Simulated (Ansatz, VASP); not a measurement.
**Two plane-wave programs on ScRu3**

The input INCAR:

```
ALGO     = Normal         # electronic algorithm
EDIFF    = 1E-6           # SCF threshold, eV
ENCUT    = 560            # plane-wave cutoff, eV
GGA      = CA             # functional
GGA_COMPAT= False        
ISIF     = 2              # what is computed and relaxed
ISMEAR   = 0              # smearing method
LASPH    = True           # aspherical terms in the spheres
LCHARG   = True           # write CHGCAR
LELF     = True           # ELF
LREAL    = False          # projectors in reciprocal space
LVHAR    = True         
LWAVE    = False          # write WAVECAR
NBANDS   = 38             # bands
NELM     = 120            # most SCF steps
PREC     = Accurate       # precision mode
SIGMA    = 0.1            # smearing width, eV
```

KPOINTS

```
k-points
0
Gamma
  10 10 10
```

Contents of POSCAR:

```
ScRu3
1.0
    3.8079959666      0.0000000000      0.0000000000
    0.0000000000      3.8079959666      0.0000000000
    0.0000000000      0.0000000000      3.8079959666
Sc Ru
1 3
Direct
    0.0000000000      0.0000000000      0.0000000000
    0.0000000000      0.5000000000      0.5000000000
    0.5000000000      0.0000000000      0.5000000000
    0.5000000000      0.5000000000      0.0000000000
```

Input for Ansatz:

```yaml
crystal:
  lattice:
    - [3.8079959666, 0.0, 0.0]
    - [0.0, 3.8079959666, 0.0]
    - [0.0, 0.0, 3.8079959666]
  atoms:
    - { symbol: Sc, position: [0.0, 0.0, 0.0] }
    - { symbol: Ru, position: [0.0, 0.5, 0.5] }
    - { symbol: Ru, position: [0.5, 0.0, 0.5] }
    - { symbol: Ru, position: [0.5, 0.5, 0.0] }
basis:
  ecutwfc: 420
kpoints:
  mp_grid: { grid: [10, 10, 10] }
hamiltonian:
  xc: lda
scf:
  occupations: { method: gaussian, width: 0.1 }
output:
  forces: true
  stress: true
  eigenvalues: true
  populations: true
```

Alike in both runs: task single point; functional LDA; k mesh 10 × 10 × 10; occupations gaussian, width 0.1 eV; no spin polarisation.

|  | VASP | Ansatz |
| --- | --- | --- |
| version | VASP 6.6.1 | Ansatz 0.2.0 |
| potentials or method | VASP PAW LDA potentials, release 64 (Sc_sv, Ru_sv), cutoff 560 eV | scalar-relativistic, plane waves, PAW |
| valence electrons in the cell | 59 | 59 |

Ansatz gave:

* gap on the k mesh at the Fermi level (eV): none
* pressure (GPa): 7.5

Problem. Estimate VASP's values.

Solution. gap on the k mesh at the Fermi level (eV): none; pressure (GPa): 8.3.

LDA's correlation is that of Perdew and Zunger in VASP and of Perdew and Wang (1992) in Ansatz. A gap of «none» marks a metal or a gap that the smearing closes.
